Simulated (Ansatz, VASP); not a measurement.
One calculation of BN, two programs

```
B N
1.0
     4.52220    0.00000    0.00000
     0.00000    4.52220    0.00000
     0.00000    0.00000    2.24330
B N
4 4
Direct
  0.17428 0.82572 0.50000
  0.32572 0.32572 0.00000
  0.67428 0.67428 0.00000
  0.82572 0.17428 0.50000
  0.81261 0.81261 0.50000
  0.31261 0.68739 0.00000
  0.68739 0.31261 0.00000
  0.18739 0.18739 0.50000
```

Alike in both runs: task single point; functional PBE; k mesh 6 × 6 × 10; occupations gaussian, width 0.05 eV; no spin polarisation.

```csv
,VASP,Ansatz
version,VASP 6.6.1,Ansatz 0.2.0
potentials or method,"VASP PAW PBE potentials, release 64 (B, N), cutoff 520 eV","scalar-relativistic, plane waves, PAW"
valence electrons in the cell,32,32
```

```tsv
	VASP	Ansatz	Ansatz less VASP
gap on the k mesh at the Fermi level (eV)	3.90	3.91	+0.014
least direct gap on the mesh (eV)	5.08	5.09	+0.007
rms of the force components (eV/Å)	0.794	0.773	-0.0213
```

Atom by atom the forces differ by 0.023 eV/Å (rms over components). The functional is the same, so the differences come from potentials, cutoffs and numerics.
